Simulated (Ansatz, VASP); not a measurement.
# Mn: VASP beside Ansatz

INCAR

```
SYSTEM = Mn
ALGO = Normal
EDIFF = 1E-7
ENCUT = 520
GGA = CA
ISIF = 2
ISMEAR = -1
LASPH = .True.
LCHARG = .False.
LREAL = .False.
LWAVE = .False.
NBANDS = 34
NELM = 100
PREC = Accurate
SIGMA = 0.1
```

KPOINTS

```
k-points
0
Gamma
  17 17 5
  0 0 0
```

File POSCAR:

```
Mn
1.0
    2.4972537588      0.0000000000      0.0000000000
   -1.2486268794      2.1626851948      0.0000000000
    0.0000000000      0.0000000000      8.0414455475
Mn
4
Direct
    1.0000000000      0.0000000000      1.0000000000
    1.0000000000      1.0000000000      0.5000000000
    0.3333333333      0.6666666667      0.2500000000
    0.6666666667      0.3333333333      0.7500000000
```

Input for Ansatz:

```yaml
crystal:
  lattice:
    - [2.4972537588, 0.0, 0.0]
    - [-1.2486268794, 2.1626851948, 0.0]
    - [0.0, 0.0, 8.0414455475]
  atoms:
    - { symbol: Mn, position: [1.0, 0.0, 1.0] }
    - { symbol: Mn, position: [1.0, 1.0, 0.5] }
    - { symbol: Mn, position: [0.3333333333, 0.6666666667, 0.25] }
    - { symbol: Mn, position: [0.6666666667, 0.3333333333, 0.75] }
hamiltonian:
  xc: lda
  pseudopotentials:
    kind: paw
    azcp:
      Mn: "pseudopotentials/Mn.paw.azcp"
basis:
  ecutwfc: 420
  fft_grid_basis: typed
kpoints:
  mp_grid: { grid: [17, 17, 5], shift: [0, 0, 0] }
magnetization:
  spin_polarized: false
scf:
  occupations: { method: fermi_dirac, width: 0.1 }
  lower_state_search: "off"
output:
  stress: true
```

Alike in both runs: task single point; functional LDA; k mesh 17 × 17 × 5; occupations fermi-dirac, width 0.1 eV; no spin polarisation.

```csv
,VASP,Ansatz
version,VASP 6.6.1,Ansatz 0.2.0
potentials or method,"VASP PAW LDA potentials, release 64 (Mn_pv), cutoff 520 eV","plane waves (420 eV) with PAW, scalar-relativistic"
valence electrons in the cell,52,60
```

|  | VASP | Ansatz | Ansatz less VASP |
| --- | --- | --- | --- |
| pressure (GPa) | -21.2 | -21.5 | -0.31 |
| traceless stress, the component that is largest in VASP (GPa) | -0.20 | -0.10 | +0.094 |

Ansatz warns that its potentials were made for another functional, while VASP's fit it. LDA's correlation is that of Perdew and Zunger in VASP and of Perdew and Wang (1992) in Ansatz. VASP's potentials hold 52 valence electrons a cell and Ansatz's 60, so a difference there can come from the potentials and not from the codes.
